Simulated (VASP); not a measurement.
## Sc: relaxation of cell and atoms with revPBE

Crystal: Sc.

```xyz
1
Lattice="0.0000 2.2600 2.2600 2.2600 0.0000 2.2600 2.2600 2.2600 0.0000" Properties=species:S:1:pos:R:3 pbc="T T T"
Sc    0.0000    0.0000    0.0000
```

* Program: VASP 6.6.1
* Task: relaxation of cell and atoms
* Functional: revPBE
* Potentials or basis: VASP PAW PBE potentials, release 64 (Sc_sv)
* Cutoff: 600 eV
* k mesh: 10 × 10 × 10
* Occupations: fermi-dirac, width 0.05 eV
* Spin: no spin polarisation
* Dipole correction: no
* Further INCAR settings: ALGO = Normal; EDIFF = 1e-06; IBRION = 2; EDIFFG = -0.01; NSW = 60; ISIF = 3

```
Relaxed volume                         : 25.46 Å³/atom
Relaxed cell                           : a = 3.302 Å, b = 3.302 Å, c = 3.302 Å, α = 60.00°, β = 60.00°, γ = 60.00°
Space group after relaxing (to 0.05 Å) : Fm-3m (No. 225)
Energy gained by relaxing              : 38.7 meV/atom
Ionic steps                            : 3
Pressure after relaxing                : 0.0 GPa
```

Step by step:
| step | energy change (eV) | largest force (eV/Å) | pressure (GPa) | volume (Å³) |
| --- | --- | --- | --- | --- |
| 1 | 0.0000 | 0.0000 | 5.59 | 23.09 |
| 2 | -0.0377 | 0.0000 | -0.77 | 25.88 |
| 3 | -0.0387 | 0.0000 | 0.03 | 25.46 |

Final structure:
```
CELL_PARAMETERS angstrom
0.00000 2.33485 2.33485
2.33485 0.00000 2.33485
2.33485 2.33485 0.00000
ATOMIC_POSITIONS crystal
Sc 0.00000 0.00000 0.00000
```

Levels at points of the mesh, in eV from the Fermi level:
```csv
k point,band 3,band 4,band 5,band 6,band 7,band 8
"(0.00, 0.00, 0.00)",-28.01,-28.01,-5.13,1.55,1.55,1.55
"(0.50, 0.00, 0.00)",-28.06,-28.06,-1.72,0.15,1.45,1.45
"(0.50, 0.50, 0.00)",-28.14,-28.14,-1.45,-0.57,1.80,3.71
```

It took 39 s on 1 thread of Intel(R) Xeon(R) Platinum 8259CL CPU @ 2.50GHz (Skylake/Cascade Lake), with other jobs on the host, peak memory 0.17 GiB.

Caveat: the PAW data sets were made with another functional, which shifts forces and pressure a little; the volume moved by +10 % from the deposited cell, more than functionals usually miss. revPBE gives volumes clearly too large for solids.
